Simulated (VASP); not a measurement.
A run of VASP 6.6.1:

INCAR

```
SYSTEM = Zn
  PREC = Accurate
  ENCUT = 520
  EDIFF = 1E-6
  ISMEAR = 1
  SIGMA = 0.03
  LREAL = .False.
  LASPH = .True.
  NELM = 80
  ALGO = Normal
  ISIF = 2
  LWAVE = .False.
  LCHARG = .False.
  NBANDS = 19
```

KPOINTS

```
Automatic mesh
0
Gamma
  14 14 7
  0 0 0
```

The input POSCAR:

```
Zn
1.0
    2.5709734941      0.0000000000      0.0000000000
   -1.2854867470      2.2265283583      0.0000000000
    0.0000000000      0.0000000000      4.7361908757
Zn
2
Direct
    0.3333333333      0.6666666667      0.2500000000
    0.6666666667      0.3333333333      0.7500000000
```

Potentials or basis: VASP PAW LDA potentials, release 64 (Zn).

The run is started by

```console
$ cat potpaw_LDA.64/Zn/POTCAR > POTCAR
$ mpirun -np 1 vasp_std > vasp.out
```

Hardware: 1 thread of AMD EPYC 7R13 Processor (Zen 3) (shared host).

**Question.** How long does it take, and how much memory?

**Answer.** It took 27 s on 1 thread of AMD EPYC 7R13 Processor (Zen 3), on a shared host, peak memory 0.12 GiB. Counts: scf iterations 11, k points 96.
